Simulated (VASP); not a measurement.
# BaAu2 (P6/mmm) in VASP: notebook

The runs below take BaAu2 through single point, relaxation of cell and atoms, with LDA.

Program: VASP 6.6.1. These are calculated values, not measurements. Logs are shortened: lines on timing, memory, paths and dates and some standing lists are left out, and cuts for length are marked.

## (1) The cell of the first run

It takes space group P6/mmm (No. 191, hexagonal). The conventional cell has a = 4.746 Å, b = 4.746 Å, c = 4.007 Å, α = 90.00°, β = 90.00°, γ = 120.00°. Within 4.5 Å of Ba (site symmetry 6/mmm) lie 12 Au at 3.39 Å and 2 Ba at 4.01 Å. Within 3.6 Å of Au (site symmetry -6m2) lie 3 Au at 2.74 Å and 6 Ba at 3.39 Å.

## (2) Single point, LDA

INCAR

```
SYSTEM = BaAu2
PREC     = Accurate       ! precision mode
ENCUT    = 520            ! plane-wave cutoff, eV
EDIFF    = 1E-6           ! SCF threshold, eV
ISMEAR   = 0              ! smearing method
SIGMA    = 0.05           ! smearing width, eV
LREAL    = .False.        ! projectors in reciprocal space
LASPH    = .True.         ! aspherical terms in the spheres
NELM     = 100            ! most SCF steps
ALGO     = Normal         ! electronic algorithm
ISIF     = 2              ! what is computed and relaxed
LWAVE    = .False.        ! write WAVECAR
LCHARG   = .False.        ! write CHGCAR
GGA      = CA             ! functional
NBANDS   = 23             ! bands
```

KPOINTS

```
Automatic mesh
0
Gamma
  5 5 5
  0 0 0
```

POSCAR

```
BaAu2
1.0
    4.7460868652      0.0000000000      0.0000000000
   -2.3730434326      4.1102317939      0.0000000000
    0.0000000000      0.0000000000      4.0067003720
Ba Au
1 2
Direct
    0.0000000000      0.0000000000      0.0000000000
    0.3333333333      0.6666666667      0.5000000000
    0.6666666667      0.3333333333      0.5000000000
```

Potentials or basis: VASP PAW LDA potentials, release 64 (Ba_sv, Au).

Launch:

```sh
cat potpaw_LDA.64/Ba_sv/POTCAR potpaw_LDA.64/Au/POTCAR > POTCAR
mpirun -np 1 vasp_std > vasp.out
```

OUTCAR:

```text
SYSTEM = BaAu2
   PREC = Accurate
   ENCUT = 520
   EDIFF = 1E-6
   ISMEAR = 0
   LREAL = .False.
   LASPH = .True.
   NELM = 100
   ISIF = 2
   GGA = CA

 ion  position               nearest neighbor table
   1  0.000  0.000  0.000-   2 3.39   3 3.39   2 3.39   3 3.39   3 3.39   3 3.39   2 3.39   2 3.39
                             3 3.39   3 3.39   2 3.39   2 3.39
   2  0.333  0.667  0.500-   3 2.74   3 2.74   3 2.74   1 3.39   1 3.39   1 3.39   1 3.39   1 3.39
                             1 3.39
   3  0.667  0.333  0.500-   2 2.74   2 2.74   2 2.74   1 3.39   1 3.39   1 3.39   1 3.39   1 3.39
                             1 3.39

  LATTYP: Found a hexagonal cell.
 ALAT       =     4.7460868652
 C/A-ratio  =     0.8442113442

  Lattice vectors:

 A1 = (   4.7460868652,   0.0000000000,   0.0000000000)
 A2 = (  -2.3730434326,   4.1102317939,   0.0000000000)
 A3 = (   0.0000000000,   0.0000000000,   4.0067003720)

Analysis of symmetry for initial positions (statically):
=====================================================================
 Subroutine PRICEL returns:
 Original cell was already a primitive cell.

 Routine SETGRP: Setting up the symmetry group for a
 hexagonal supercell.

 Subroutine GETGRP returns: Found 24 space group operations
 (whereof 24 operations were pure point group operations)
 out of a pool of 24 trial point group operations.

The static configuration has the point symmetry D_6h.

Analysis of symmetry for dynamics (positions and initial velocities):
=====================================================================
 Subroutine PRICEL returns:
 Original cell was already a primitive cell.

 Routine SETGRP: Setting up the symmetry group for a
 hexagonal supercell.

 Subroutine GETGRP returns: Found 24 space group operations
 (whereof 24 operations were pure point group operations)
 out of a pool of 24 trial point group operations.

The dynamic configuration has the point symmetry D_6h.

 Subroutine INISYM returns: Found 24 space group operations
 (whereof 24 operations are pure point group operations),
 and found     1 'primitive' translations

----------------------------------------------------------------------------------------

                                     Primitive cell

  volume of cell :      78.1608

  direct lattice vectors                    reciprocal lattice vectors
     4.746086865  0.000000000  0.000000000     0.210699894  0.121647641  0.000000000
    -2.373043433  4.110231794  0.000000000     0.000000000  0.243295281  0.000000000
     0.000000000  0.000000000  4.006700372     0.000000000  0.000000000  0.249581927

  length of vectors
     4.746086865  4.746086865  4.006700372     0.243295281  0.243295281  0.249581927

  position of ions in fractional coordinates (direct lattice)
     0.000000000  0.000000000  0.000000000
     0.333333333  0.666666667  0.500000000
     0.666666667  0.333333333  0.500000000

  ion indices of the primitive-cell ions
   primitive index   ion index
                 1           1
                 2           2
                 3           3

----------------------------------------------------------------------------------------

 KPOINTS: Automatic mesh

Automatic generation of k-mesh.
 Grid dimensions read from file:
 generate k-points for:    5    5    5

 Generating k-lattice:

  Cartesian coordinates                     Fractional coordinates (reciprocal lattice)
     0.042139979  0.024329528  0.000000000     0.200000000 -0.000000000  0.000000000
     0.000000000  0.048659056  0.000000000     0.000000000  0.200000000  0.000000000
     0.000000000  0.000000000  0.049916385     0.000000000  0.000000000  0.200000000

  Length of vectors
     0.048659056  0.048659056  0.049916385

  Shift w.r.t. Gamma in fractional coordinates (k-lattice)
     0.000000000  0.000000000  0.000000000

 Subroutine IBZKPT returns following result:
 ===========================================

 Found     15 irreducible k-points:

 Following reciprocal coordinates:
            Coordinates               Weight
  0.000000  0.000000  0.000000      1.000000
  0.200000 -0.000000  0.000000      6.000000
  0.400000  0.000000  0.000000      6.000000
  0.200000  0.200000  0.000000      6.000000
  0.400000  0.200000  0.000000      6.000000
  0.000000  0.000000  0.200000      2.000000
  0.200000 -0.000000  0.200000     12.000000
  0.400000  0.000000  0.200000     12.000000
  0.200000  0.200000  0.200000     12.000000
  0.400000  0.200000  0.200000     12.000000
  0.000000  0.000000  0.400000      2.000000
  0.200000 -0.000000  0.400000     12.000000
  0.400000  0.000000  0.400000     12.000000
  0.200000  0.200000  0.400000     12.000000
  0.400000  0.200000  0.400000     12.000000
   k-points           NKPTS =     15   k-points in BZ     NKDIM =     15   number of bands    NBANDS=     23
   number of dos      NEDOS =    301   number of ions     NIONS =      3
   total plane-waves  NPLWV =  38880
   dimension x,y,z NGX =    36 NGY =   36 NGZ =   30
   dimension x,y,z NGXF=    72 NGYF=   72 NGZF=   60
   ions per type =               1   2
   NGX,Y,Z   is equivalent  to a cutoff of  12.61, 12.61, 12.45 a.u.
   NGXF,Y,Z  is equivalent  to a cutoff of  25.22, 25.22, 24.90 a.u.
 SYSTEM =  BaAu2
   PREC   = accura    normal or accurate (medium, high low for compatibility)
   ISTART =      0    job   : 0-new  1-cont  2-samecut
   ICHARG =      2    charge: 1-file 2-atom 10-const
   ISPIN  =      1    spin polarized calculation?
   LNONCOLLINEAR =      F non collinear calculations
   LSORBIT =      F    spin-orbit coupling
   LASPH  =      T    aspherical Exc in radial PAW
   ENCUT  =  520.0 eV  38.22 Ry    6.18 a.u.   8.82  8.82  7.45*2*pi/ulx,y,z
   NELM   =    100;   NELMIN=  2; NELMDL= -5     # of ELM steps
   EDIFF  = 0.1E-05   stopping-criterion for ELM
   LREAL  =      F    real-space projection
   EDIFFG = 0.1E-04   stopping-criterion for IOM
   NSW    =      0    number of steps for IOM
   IBRION =     -1    ionic relax: 0-MD 1-quasi-New 2-CG
   NFREE  =      0    steps in history (QN), initial steepest desc. (CG)
   ISIF   =      2    stress and relaxation
   ISYM   =      2    0-nonsym 1-usesym 2-fastsym
   POTIM  = 0.5000    time-step for ionic-motion
   TEBEG  =    0.0;   TEEND  =   0.0 temperature during run
   PSTRESS=    0.0 pullay stress
   NELECT =      32.0000    total number of electrons
   NUPDOWN=      -1.0000    fix difference up-down
   EMIN   =  10.00;   EMAX   =-10.00  energy-range for DOS
   EFERMI =   0.00;   METHOD = LEGACY
   ISMEAR =     0;   SIGMA  =   0.05  broadening in eV -4-tet -1-fermi 0-gaus
   EFERMI_NEDOS =   21; number of points for ismear=-14 and -15
   IALGO  =     38    algorithm
   IMIX   =      4    mixing-type and parameters
     AMIX     =   0.40;   BMIX     =  1.00
     AMIX_MAG =   1.60;   BMIX_MAG =  1.00
  volume/ion in A,a.u.               =      26.05       175.82
  Fermi-wavevector in a.u.,A,eV,Ry     =   1.215613  2.297175 20.105520  1.477714
  Thomas-Fermi vector in A             =   2.350994
   LORBIT       =      0    0 simple, 1 ext, 2 COOP (PROOUT), +10 PAW based schemes
   GGA     = CA    functional components
   LHFCALC =     F    Hartree Fock is set to
   AEXX    =    0.0000 exact exchange contribution
   IVDW    =     0    specifies the selected vdW correction
   LEPSILON=     F    determine dielectric tensor
   LRPA    =     F    only Hartree local field effects (RPA)
 non-spin polarized calculation
 Gauss-broadening in eV      SIGMA  =   0.05
  energy-cutoff  :      520.00
  volume of cell :       78.16
 maximum number of plane-waves:      2120
 NGX is ok and might be reduce to    36
   NGX = 17   NGY = 17   NGZ = 15

 number of electron      32.0000003 magnetization

 Free energy of the ion-electron system (eV)
  ---------------------------------------------------
  ext. energy  EPLUGINS =         0.00000000
  ---------------------------------------------------
  free energy    TOTEN  =       -13.07815044 eV

  energy without entropy =      -13.07598607  energy(sigma->0) =      -13.07706826

 E-fermi :   5.4057     XC(G=0): -10.6922

 val. band max:        5.3817796195   @ k =   0.2000  -0.0000   0.2000
 cond. band min:       5.5592253101   @ k =   0.4000   0.2000   0.2000
 fundamental gap:      0.1774456907
 Fermi energy:         5.4056661674

 k-point     1 :       0.0000    0.0000    0.0000
  band No.  band energies     occupation
      1     -22.3327      2.00000
      2      -7.5931      2.00000
      3      -7.5931      2.00000
      4      -7.3679      2.00000
      5      -1.7451      2.00000
      6       0.1671      2.00000
[... 15 lines left out ...]
     22      10.6165      0.00000
     23      13.6060      0.00000

 k-point     2 :       0.2000   -0.0000    0.0000
  band No.  band energies     occupation
      1     -22.3261      2.00000
      2      -7.7320      2.00000
      3      -7.6073      2.00000
      4      -7.3709      2.00000
      5      -1.2104      2.00000
      6       0.1896      2.00000
[... 15 lines left out ...]
     22      11.3006      0.00000
     23      11.7259      0.00000

 k-point     3 :       0.4000    0.0000    0.0000
  band No.  band energies     occupation
      1     -22.3154      2.00000
      2      -7.9273      2.00000
      3      -7.6302      2.00000
      4      -7.3765      2.00000
      5      -0.4526      2.00000
      6      -0.1294      2.00000
[... 15 lines left out ...]
     22      10.7999      0.00000
     23      12.6870      0.00000

 k-point     4 :       0.2000    0.2000    0.0000
  band No.  band energies     occupation
      1     -22.3174      2.00000
      2      -7.8563      2.00000
      3      -7.6640      2.00000
      4      -7.3755      2.00000
      5      -0.4961      2.00000
      6      -0.2104      2.00000
[... 15 lines left out ...]
     22      10.5677      0.00000
     23      12.6978      0.00000

 k-point     5 :       0.4000    0.2000    0.0000
  band No.  band energies     occupation
      1     -22.3121      2.00000
      2      -7.9024      2.00000
      3      -7.7216      2.00000
      4      -7.3788      2.00000
      5      -0.4923      2.00000
      6      -0.1032      2.00000
[... 15 lines left out ...]
     22       9.9800      0.00000
     23      14.1381      0.00000

 k-point     6 :       0.0000    0.0000    0.2000
  band No.  band energies     occupation
      1     -22.3111      2.00000
      2      -7.7188      2.00000
      3      -7.5589      2.00000
      4      -7.5589      2.00000
      5      -1.2637      2.00000
      6       0.4865      2.00000
[... 15 lines left out ...]
     22       9.7957      0.00000
     23      13.2134      0.00000

 k-point     7 :       0.2000   -0.0000    0.2000
  band No.  band energies     occupation
      1     -22.3053      2.00000
      2      -7.7293      2.00000
      3      -7.6435      2.00000
      4      -7.5792      2.00000
      5      -0.9779      2.00000
      6       0.2324      2.00000
[... 119 lines left out ...]
     22      10.8086      0.00000
     23      10.8086      0.00000

 k-point    12 :       0.2000   -0.0000    0.4000
  band No.  band energies     occupation
      1     -22.2712      2.00000
      2      -8.1511      2.00000
      3      -7.5923      2.00000
      4      -7.5329      2.00000
      5      -0.7928      2.00000
      6       0.2368      2.00000
[... 15 lines left out ...]
     22      11.3834      0.00000
     23      12.2020      0.00000

 k-point    13 :       0.4000    0.0000    0.4000
  band No.  band energies     occupation
      1     -22.2640      2.00000
      2      -8.0671      2.00000
      3      -7.7318      2.00000
      4      -7.5815      2.00000
      5      -0.6656      2.00000
      6      -0.0647      2.00000
[... 15 lines left out ...]
     22      11.5604      0.00000
     23      12.6326      0.00000

 k-point    14 :       0.2000    0.2000    0.4000
  band No.  band energies     occupation
      1     -22.2654      2.00000
      2      -8.0845      2.00000
      3      -7.6860      2.00000
      4      -7.5923      2.00000
      5      -0.7647      2.00000
      6       0.1002      2.00000
[... 15 lines left out ...]
     22      11.3029      0.00000
     23      12.8640      0.00000

 k-point    15 :       0.4000    0.2000    0.4000
  band No.  band energies     occupation
      1     -22.2618      2.00000
      2      -8.0459      2.00000
      3      -7.7315      2.00000
      4      -7.6393      2.00000
      5      -0.3109      2.00000
      6      -0.3016      2.00000
[... 15 lines left out ...]
     22      11.3437      0.00000
     23      12.4170      0.00000

------------------------ aborting loop because EDIFF is reached ----------------------------------------

  FORCE on cell =-STRESS in cart. coord.  units (eV):
  Direction    XX          YY          ZZ          XY          YZ          ZX
  --------------------------------------------------------------------------------------
  -------------------------------------------------------------------------------------
  Total        0.4090500      0.4090500      0.3954137      0.0000000      0.0000000      0.0000000
  in kB        8.3849041      8.3849041      8.1053814      0.0000000      0.0000000      0.0000000
  external PRESSURE =       8.2917299 kB  Pullay stress =       0.0000000 kB

 VOLUME and BASIS-vectors are now :
 -----------------------------------------------------------------------------
  energy-cutoff  :      520.00
  volume of cell :       78.16
      direct lattice vectors                 reciprocal lattice vectors
     4.746086865  0.000000000  0.000000000     0.210699894  0.121647641  0.000000000
    -2.373043433  4.110231794  0.000000000     0.000000000  0.243295281  0.000000000
     0.000000000  0.000000000  4.006700372     0.000000000  0.000000000  0.249581927

 POSITION                                       TOTAL-FORCE (eV/Angst)
 -----------------------------------------------------------------------------------
      0.00000      0.00000      0.00000        -0.000000      0.000000     -0.000000
     -0.00000      2.74015      2.00335         0.000000      0.000000      0.000000
      2.37304      1.37008      2.00335        -0.000000      0.000000     -0.000000
 -----------------------------------------------------------------------------------
    total drift:                                0.000000     -0.000000     -0.000000

  FREE ENERGIE OF THE ION-ELECTRON SYSTEM (eV)
  ---------------------------------------------------
  free  energy   TOTEN  =       -13.0781504419 eV

  energy  without entropy=      -13.0759860690  energy(sigma->0) =      -13.07706826
```

It took 12 s on 1 thread of Intel Xeon Platinum 8488C (Sapphire Rapids), shared host; peak memory 0.17 GiB.

What came out:

| Quantity | Value |
| --- | --- |
| Free energy | -13.0782 eV |
| Pressure | 0.8 GPa |
| Band gap on the k mesh | zero (band 16 reaches 6.71 eV, above the bottom of band 17 at 5.29 eV) |

Caveat: spin-orbit coupling is left out, which moves the levels of the heavy elements.

[end of part 1 of 2]
